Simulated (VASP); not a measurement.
# SnS (Pnma) in VASP: further runs

The runs below take SnS through single point, relaxation of cell and atoms, with r2SCAN, PBEsol.

Everything below comes from runs of VASP 6.6.1. Logs are shortened: lines on timing, memory, paths and dates and some standing lists are left out, and cuts for length are marked.

**Experimental background.**

“Linear dichroism of the optical properties of SnS and SnSe van der Waals crystals”, 2024, arxiv:2409.17412 reports, for a bulk crystal of SnS at 20 K: band gap 1.16 eV (indirect).

The runs below are set against these values where they give the same quantity.

## 1. The cell of the first run

The structure is orthorhombic, space group Pnma (No. 62). Conventional cell: a = 11.390 Å, b = 3.960 Å, c = 4.543 Å, α = 90.00°, β = 90.00°, γ = 90.00°. Within 3.7 Å of Sn (site symmetry m) lie 6 S at 2.63 to 3.52 Å and 2 Sn at 3.61 Å. Within 3.8 Å of S (site symmetry m) lie 6 Sn at 2.63 to 3.52 Å and 4 S at 3.74 Å.

## 2. Single point, r2SCAN

POSCAR

```
SnS
1.0
   11.3904916682      0.0000000000      0.0000000000
    0.0000000000      3.9602140032      0.0000000000
    0.0000000000      0.0000000000      4.5431977466
Sn S
4 4
Direct
    0.1215835331      0.2500000000      0.1326730147
    0.3784164669      0.7500000000      0.6326730147
    0.6215835331      0.2500000000      0.3673269853
    0.8784164669      0.7500000000      0.8673269853
    0.8474823937      0.2500000000      0.4899509165
    0.6525176063      0.7500000000      0.9899509165
    0.3474823937      0.2500000000      0.0100490835
    0.1525176063      0.7500000000      0.5100490835
```

INCAR.step1

```
PREC = Accurate
ENCUT = 550
ISMEAR = -1
SIGMA = 0.02
LREAL = F
LASPH = T
NELM = 120
NBANDS = 50
GGA = PE
ALGO = Normal
EDIFF = 1E-5
LWAVE = T
LCHARG = F
GGA_COMPAT = F
```

INCAR.step2

```
PREC = Accurate
ENCUT = 550
EDIFF = 1E-6
ISMEAR = -1
SIGMA = 0.02
LREAL = F
LASPH = T
NELM = 120
ALGO = Normal
ISIF = 2
LWAVE = F
LCHARG = F
METAGGA = R2SCAN
LMIXTAU = T
NBANDS = 50
ISTART = 1
GGA_COMPAT = F
```

KPOINTS

```
Automatic mesh
0
Gamma
  2 6 6
```

Potentials or basis: VASP PAW PBE potentials, release 64 (Sn_d, S).

Run with:

```console
$ cat potpaw_PBE.64/Sn_d/POTCAR potpaw_PBE.64/S/POTCAR > POTCAR
$ cp INCAR.step1 INCAR
$ mpirun -np 1 vasp_std > vasp.out
$ cp INCAR.step2 INCAR
$ mpirun -np 1 vasp_std > vasp.out
```

OUTCAR:

```text
PREC = Accurate
   ENCUT = 550
   EDIFF = 1E-6
   ISMEAR = -1
   LREAL = F
   LASPH = T
   NELM = 120
   ISIF = 2
   METAGGA = R2SCAN
   ISTART = 1

 ion  position               nearest neighbor table
   1  0.122  0.250  0.133-   7 2.63   8 2.64   8 2.64   4 3.61   4 3.61
   2  0.378  0.750  0.633-   8 2.63   7 2.64   7 2.64   3 3.61   3 3.61
   3  0.622  0.250  0.367-   5 2.63   6 2.64   6 2.64   2 3.61   2 3.61
   4  0.878  0.750  0.867-   6 2.63   5 2.64   5 2.64   1 3.61   1 3.61
   5  0.847  0.250  0.490-   3 2.63   4 2.64   4 2.64
   6  0.653  0.750  0.990-   4 2.63   3 2.64   3 2.64
   7  0.347  0.250  0.010-   1 2.63   2 2.64   2 2.64
   8  0.153  0.750  0.510-   2 2.63   1 2.64   1 2.64

  LATTYP: Found a simple orthorhombic cell.
 ALAT       =     3.9602140032
 B/A-ratio  =     1.1472101616
 C/A-ratio  =     2.8762313499

  Lattice vectors:

 A1 = (   0.0000000000,   3.9602140032,   0.0000000000)
 A2 = (   0.0000000000,   0.0000000000,   4.5431977466)
 A3 = (  11.3904916682,   0.0000000000,   0.0000000000)

Analysis of symmetry for initial positions (statically):
=====================================================================
 Subroutine PRICEL returns:
 Original cell was already a primitive cell.

 Routine SETGRP: Setting up the symmetry group for a
 simple orthorhombic supercell.

 Subroutine GETGRP returns: Found  8 space group operations
 (whereof  2 operations were pure point group operations)
 out of a pool of  8 trial point group operations.

The static configuration has the point symmetry S_2 .
 The point group associated with its full space group is D_2h.

Analysis of symmetry for dynamics (positions and initial velocities):
=====================================================================
 Subroutine PRICEL returns:
 Original cell was already a primitive cell.

 Routine SETGRP: Setting up the symmetry group for a
 simple orthorhombic supercell.

 Subroutine GETGRP returns: Found  8 space group operations
 (whereof  2 operations were pure point group operations)
 out of a pool of  8 trial point group operations.

The dynamic configuration has the point symmetry S_2 .
 The point group associated with its full space group is D_2h.

 Subroutine INISYM returns: Found  8 space group operations
 (whereof  2 operations are pure point group operations),
 and found     1 'primitive' translations

----------------------------------------------------------------------------------------

                                     Primitive cell

  volume of cell :     204.9381

  direct lattice vectors                    reciprocal lattice vectors
    11.390491668  0.000000000  0.000000000     0.087792523  0.000000000  0.000000000
     0.000000000  3.960214003  0.000000000     0.000000000  0.252511606  0.000000000
     0.000000000  0.000000000  4.543197747     0.000000000  0.000000000  0.220109283

  length of vectors
    11.390491668  3.960214003  4.543197747     0.087792523  0.252511606  0.220109283

  position of ions in fractional coordinates (direct lattice)
     0.121583533  0.250000000  0.132673015
     0.378416467  0.750000000  0.632673015
     0.621583533  0.250000000  0.367326985
     0.878416467  0.750000000  0.867326985
     0.847482394  0.250000000  0.489950916
     0.652517606  0.750000000  0.989950916
     0.347482394  0.250000000  0.010049084
     0.152517606  0.750000000  0.510049084

  ion indices of the primitive-cell ions
   primitive index   ion index
                 1           1
                 2           2
                 3           3
                 4           4
                 5           5
                 6           6
                 7           7
                 8           8

----------------------------------------------------------------------------------------

 KPOINTS: Automatic mesh

Automatic generation of k-mesh.
 Grid dimensions read from file:
 generate k-points for:    2    6    6

 Generating k-lattice:

  Cartesian coordinates                     Fractional coordinates (reciprocal lattice)
     0.043896261  0.000000000  0.000000000     0.500000000  0.000000000  0.000000000
     0.000000000  0.042085268  0.000000000     0.000000000  0.166666667  0.000000000
     0.000000000  0.000000000  0.036684881     0.000000000  0.000000000  0.166666667

  Length of vectors
     0.043896261  0.042085268  0.036684881

  Shift w.r.t. Gamma in fractional coordinates (k-lattice)
     0.000000000  0.000000000  0.000000000

 Subroutine IBZKPT returns following result:
 ===========================================

 Found     32 irreducible k-points:

 Following reciprocal coordinates:
            Coordinates               Weight
  0.000000  0.000000  0.000000      1.000000
  0.500000  0.000000  0.000000      1.000000
  0.000000  0.166667  0.000000      2.000000
  0.500000  0.166667  0.000000      2.000000
  0.000000  0.333333  0.000000      2.000000
  0.500000  0.333333  0.000000      2.000000
[... 42 lines left out ...]
   LORBIT       =      0    0 simple, 1 ext, 2 COOP (PROOUT), +10 PAW based schemes
   METAGGA = R2SCAN    functional components
   LHFCALC =     F    Hartree Fock is set to
   AEXX    =    0.0000 exact exchange contribution
   IVDW    =     0    specifies the selected vdW correction
   LEPSILON=     F    determine dielectric tensor
   LRPA    =     F    only Hartree local field effects (RPA)
 non-spin polarized calculation
  energy-cutoff  :      550.00
  volume of cell :      204.94
 maximum number of plane-waves:      6048
 NGX is ok and might be reduce to    90
   NGX = 43   NGY = 15   NGZ = 17

 number of electron      80.0000001 magnetization

 Free energy of the ion-electron system (eV)
  ---------------------------------------------------
  ext. energy  EPLUGINS =         0.00000000
  ---------------------------------------------------
  free energy    TOTEN  =      -134.87448276 eV

  energy without entropy =     -134.87448276  energy(sigma->0) =     -134.87448276

 E-fermi :   5.8483     XC(G=0): -10.1227

 val. band max:        5.3585727934   @ k =   0.0000   0.0000   0.5000
 cond. band min:       6.5778045085   @ k =   0.0000   0.3333   0.0000
 fundamental gap:      1.2192317151
 Fermi energy:         5.8482846433

 k-point     1 :       0.0000    0.0000    0.0000
  band No.  band energies     occupation
      1     -16.4893      2.00000
      2     -16.4751      2.00000
      3     -16.4629      2.00000
      4     -16.4545      2.00000
      5     -16.4527      2.00000
      6     -16.4496      2.00000
[... 42 lines left out ...]
     49      10.7772      0.00000
     50      11.2774      0.00000

 k-point     2 :       0.5000    0.0000    0.0000
  band No.  band energies     occupation
      1     -16.4835      2.00000
      2     -16.4835      2.00000
      3     -16.4576      2.00000
      4     -16.4576      2.00000
      5     -16.4516      2.00000
      6     -16.4516      2.00000
[... 42 lines left out ...]
     49      10.6198      0.00000
     50      10.6198      0.00000

 k-point     3 :       0.0000    0.1667    0.0000
  band No.  band energies     occupation
      1     -16.4819      2.00000
      2     -16.4721      2.00000
      3     -16.4580      2.00000
      4     -16.4562      2.00000
      5     -16.4543      2.00000
      6     -16.4482      2.00000
[... 42 lines left out ...]
     49       9.8522      0.00000
     50      11.3539      0.00000

 k-point     4 :       0.5000    0.1667    0.0000
  band No.  band energies     occupation
      1     -16.4775      2.00000
      2     -16.4775      2.00000
      3     -16.4572      2.00000
      4     -16.4572      2.00000
      5     -16.4512      2.00000
      6     -16.4512      2.00000
[... 999 lines left out ...]
 k-point    23 :       0.0000    0.5000    0.3333
  band No.  band energies     occupation
      1     -16.4844      2.00000
      2     -16.4844      2.00000
      3     -16.4777      2.00000
      4     -16.4777      2.00000
      5     -16.4409      2.00000
      6     -16.4409      2.00000
[... 42 lines left out ...]
     49      10.7459      0.00000
     50      10.7459      0.00000

 k-point    24 :       0.5000    0.5000    0.3333
  band No.  band energies     occupation
      1     -16.4812      2.00000
      2     -16.4812      2.00000
      3     -16.4812      2.00000
      4     -16.4812      2.00000
      5     -16.4383      2.00000
      6     -16.4383      2.00000
[... 42 lines left out ...]
     49      11.3623      0.00000
     50      11.3623      0.00000

 [... further k-points ...]

------------------------ aborting loop because EDIFF is reached ----------------------------------------

  FORCE on cell =-STRESS in cart. coord.  units (eV):
  Direction    XX          YY          ZZ          XY          YZ          ZX
  --------------------------------------------------------------------------------------
  -------------------------------------------------------------------------------------
  Total       -0.0085123     -0.0236714      0.0235460      0.0000000     -0.0000000      0.0000000
  in kB       -0.0665478     -0.1850600      0.1840793      0.0000000     -0.0000000      0.0000000
  external PRESSURE =      -0.0225095 kB  Pullay stress =       0.0000000 kB

 VOLUME and BASIS-vectors are now :
 -----------------------------------------------------------------------------
  energy-cutoff  :      550.00
  volume of cell :      204.94
      direct lattice vectors                 reciprocal lattice vectors
    11.390491668  0.000000000  0.000000000     0.087792523  0.000000000  0.000000000
     0.000000000  3.960214003  0.000000000     0.000000000  0.252511606  0.000000000
     0.000000000  0.000000000  4.543197747     0.000000000  0.000000000  0.220109283

 POSITION                                       TOTAL-FORCE (eV/Angst)
 -----------------------------------------------------------------------------------
      1.38490      0.99005      0.60276        -0.012733      0.000000     -0.010533
      4.31035      2.97016      2.87436         0.012733      0.000000     -0.010533
      7.08014      0.99005      1.66884        -0.012733     -0.000000      0.010533
     10.00560      2.97016      3.94044         0.012733     -0.000000      0.010533
      9.65324      0.99005      2.22594         0.002150      0.000000     -0.011087
      7.43250      2.97016      4.49754        -0.002150      0.000000     -0.011087
      3.95800      0.99005      0.04565         0.002150     -0.000000      0.011087
      1.73725      2.97016      2.31725        -0.002150     -0.000000      0.011087
 -----------------------------------------------------------------------------------
    total drift:                               -0.000000      0.000000      0.000000

  FREE ENERGIE OF THE ION-ELECTRON SYSTEM (eV)
  ---------------------------------------------------
  free  energy   TOTEN  =      -134.8744827571 eV

  energy  without entropy=     -134.8744827571  energy(sigma->0) =     -134.87448276
```

It took 16 min on 1 thread of Intel Xeon Platinum 8488C (Sapphire Rapids), shared host; peak memory 0.5 GiB.

What came out:

```
Free energy            : -134.8745 eV
Pressure               : 0.0 GPa
Largest force          : 0.017 eV/Å
Band gap on the k mesh : 1.22 eV (least direct gap 1.53 eV)
```

Forces on the atoms (eV/Å):
```
Sn  -0.013  0.000 -0.011
Sn   0.013  0.000 -0.011
Sn  -0.013  0.000  0.011
Sn   0.013  0.000  0.011
S    0.002  0.000 -0.011
S   -0.002  0.000 -0.011
S    0.002  0.000  0.011
S   -0.002  0.000  0.011
```

Levels at points of the mesh, in eV from the valence-band top:
```tsv
k point	band 36	band 37	band 38	band 39	band 40	band 41	band 42	band 43	band 44	band 45
(0.00, 0.00, 0.00)	-2.14	-1.92	-0.98	-0.86	-0.27	1.45	2.99	3.15	3.23	3.50
(0.50, 0.00, 0.00)	-2.09	-2.08	-2.08	-0.50	-0.50	2.77	2.77	2.95	2.95	4.18
(0.00, 0.50, 0.00)	-2.19	-1.16	-1.16	-0.99	-0.99	1.73	1.73	1.85	1.85	2.73
(0.50, 0.50, 0.00)	-2.45	-1.20	-1.20	-1.20	-1.20	1.97	1.97	1.97	1.97	3.10
(0.00, 0.00, 0.50)	-1.85	-1.01	-1.01	0.00	0.00	1.92	1.92	2.40	2.40	3.01
(0.50, 0.00, 0.50)	-2.29	-0.87	-0.87	-0.01	-0.01	1.94	1.94	2.37	2.37	3.04
(0.00, 0.50, 0.50)	-3.36	-2.14	-2.14	-1.30	-1.30	3.15	3.15	3.20	3.20	4.83
(0.50, 0.50, 0.50)	-3.80	-1.50	-1.50	-1.50	-1.50	3.03	3.03	3.03	3.03	4.61
```

Caveat: the PAW data sets were made with another functional, which shifts forces and pressure a little; spin-orbit coupling is left out, which moves the levels of the heavy elements.

## 3. Relaxation of cell and atoms, PBEsol

This run uses another cell than the first one, of 25.77 Å³/atom.

INCAR

```
  ALGO = Normal
  EDIFF = 1E-7
  EDIFFG = -0.005
  ENCUT = 500
  GGA = PS
  GGA_COMPAT = False
  IBRION = 2
  ISIF = 3
  ISMEAR = -1
  LASPH = True
  LCHARG = False
  LREAL = False
  LWAVE = False
  NELM = 120
  NELMIN = 4
  NSW = 80
  PREC = Accurate
  SIGMA = 0.02
```

KPOINTS

```
k-points
0
Gamma
  2 6 6
```

POSCAR

```
SnS
1.0
   11.5104861888      0.0000000000      0.0000000000
    0.0000000000      4.0266714073      0.0000000000
    0.0000000000      0.0000000000      4.4479285939
Sn S
4 4
Direct
    0.1224270607      0.2500000000      0.1269457725
    0.3775729393      0.7500000000      0.6269457725
    0.6224270607      0.2500000000      0.3730542275
    0.8775729393      0.7500000000      0.8730542275
    0.8490849798      0.2500000000      0.4799865022
    0.6509150202      0.7500000000      0.9799865022
    0.3490849798      0.2500000000      0.0200134978
    0.1509150202      0.7500000000      0.5200134978
```

Potentials or basis: VASP PAW PBE potentials, release 64 (Sn_d, S).

Run with:

```console
$ cat potpaw_PBE.64/Sn_d/POTCAR potpaw_PBE.64/S/POTCAR > POTCAR
$ mpirun -np 1 vasp_std > vasp.out
```

Wall time 40 min (1 thread of Intel Xeon 6975P-C (Granite Rapids), shared host); peak memory 0.41 GiB.

Results (log left out):

| Item | Value |
| --- | --- |
| Free energy | -38.3632 eV |
| Relaxed volume | 23.46 Å³/atom |
| Relaxed cell | a = 11.133 Å, b = 3.987 Å, c = 4.228 Å, α = 90.00°, β = 90.00°, γ = 90.00° |
| Space group after relaxing (to 0.1 Å) | Pnma (No. 62) |
| Energy gained by relaxing | 20.4 meV/atom |
| Ionic steps | 29 |
| Pressure after relaxing | 0.0 GPa |
| Largest force after relaxing | 0.004 eV/Å |
| Band gap on the k mesh | 0.71 eV (least direct gap 0.79 eV) |

Forces on the atoms (eV/Å):
```
Sn   0.004  0.000 -0.002
Sn  -0.004  0.000 -0.002
Sn   0.004  0.000  0.002
Sn  -0.004  0.000  0.002
S    0.002  0.000  0.004
S   -0.002  0.000  0.004
S    0.002  0.000 -0.004
S   -0.002  0.000 -0.004
```

The path:
```tsv
step	energy change (eV)	largest force (eV/Å)	pressure (GPa)	volume (Å³)
1	0.0000	0.0930	-2.82	206.16
2	-0.0825	0.4232	0.95	192.91
3	-0.0932	0.2868	-0.09	196.12
4	-0.1134	0.2331	-0.07	194.54
5	-0.1479	0.0708	0.13	189.85
6	-0.1499	0.0290	0.23	188.31
7	-0.1568	0.0655	-0.30	188.90
8	-0.1569	0.0553	-0.23	188.82
9	-0.1600	0.0470	0.18	187.51
10	-0.1601	0.0468	0.16	187.59
11	-0.1610	0.0319	-0.05	188.07
12	-0.1611	0.0246	-0.01	187.96
13	-0.1613	0.0223	0.00	187.94
14	-0.1618	0.0201	0.03	187.91
15	-0.1621	0.0320	0.08	187.84
16	-0.1622	0.0261	0.03	187.96
17	-0.1622	0.0183	-0.04	188.13
18	-0.1623	0.0171	-0.03	188.08
19	-0.1625	0.0136	-0.01	187.94
20	-0.1628	0.0122	0.03	187.67
21	-0.1626	0.0235	0.13	187.11
22	-0.1628	0.0143	0.07	187.51
23	-0.1629	0.0149	0.03	187.57
24	-0.1630	0.0172	-0.03	187.69
25	-0.1631	0.0133	0.00	187.65
26	-0.1632	0.0075	0.02	187.60
27	-0.1632	0.0090	0.07	187.49
28	-0.1632	0.0051	0.04	187.55
29	-0.1633	0.0042	0.00	187.70
```

Final structure:
```yaml
crystal:
  lattice:
    - [11.13335, 0.00000, 0.00000]
    - [0.00000, 3.98719, 0.00000]
    - [0.00000, 0.00000, 4.22826]
  atoms:
    - { symbol: Sn, position: [0.11876, 0.25000, 0.10868] }
    - { symbol: Sn, position: [0.38124, 0.75000, 0.60868] }
    - { symbol: Sn, position: [0.61876, 0.25000, 0.39132] }
    - { symbol: Sn, position: [0.88124, 0.75000, 0.89132] }
    - { symbol: S, position: [0.85254, 0.25000, 0.47648] }
    - { symbol: S, position: [0.64746, 0.75000, 0.97648] }
    - { symbol: S, position: [0.35254, 0.25000, 0.02352] }
    - { symbol: S, position: [0.14746, 0.75000, 0.52352] }
```

Levels at points of the mesh, in eV from the valence-band top:
| k point | band 38 | band 39 | band 40 | band 41 | band 42 | band 43 |
| --- | --- | --- | --- | --- | --- | --- |
| (0.00, 0.00, 0.00) | -1.32 | -0.78 | -0.63 | 0.71 | 2.96 | 2.99 |
| (0.50, 0.00, 0.00) | -2.23 | -0.67 | -0.67 | 2.61 | 2.61 | 2.74 |
| (0.00, 0.50, 0.00) | -1.04 | -0.77 | -0.77 | 1.13 | 1.13 | 1.73 |
| (0.50, 0.50, 0.00) | -0.99 | -0.99 | -0.99 | 1.60 | 1.60 | 1.60 |
| (0.00, 0.00, 0.50) | -0.97 | -0.09 | -0.09 | 1.42 | 1.42 | 1.89 |
| (0.50, 0.00, 0.50) | -0.73 | 0.00 | 0.00 | 1.32 | 1.32 | 1.80 |
| (0.00, 0.50, 0.50) | -2.54 | -1.60 | -1.60 | 2.74 | 2.74 | 2.99 |
| (0.50, 0.50, 0.50) | -1.76 | -1.76 | -1.76 | 2.54 | 2.54 | 2.54 |

Caveat: semilocal functionals underestimate gaps, and a narrow one can read as zero; the PAW data sets were made with another functional, which shifts forces and pressure a little; spin-orbit coupling is left out, which moves the levels of the heavy elements. A k mesh can miss the band edges.

## 4. How close it comes

Step 2. A measured gap of SnS is 1.16 eV (indirect; 20 K; “Linear dichroism of the optical properties of SnS and SnSe van der Waals crystals”, 2024, arxiv:2409.17412); the calculated 1.22 eV misses it by +0.06 eV. 2 values of this kind are on record (1.09 to 1.16 eV); this one was drawn at random. Spin-orbit coupling on Sn is left out. The value is that of r2SCAN on a finite k mesh, which can miss the band edges, without temperature or zero-point motion.
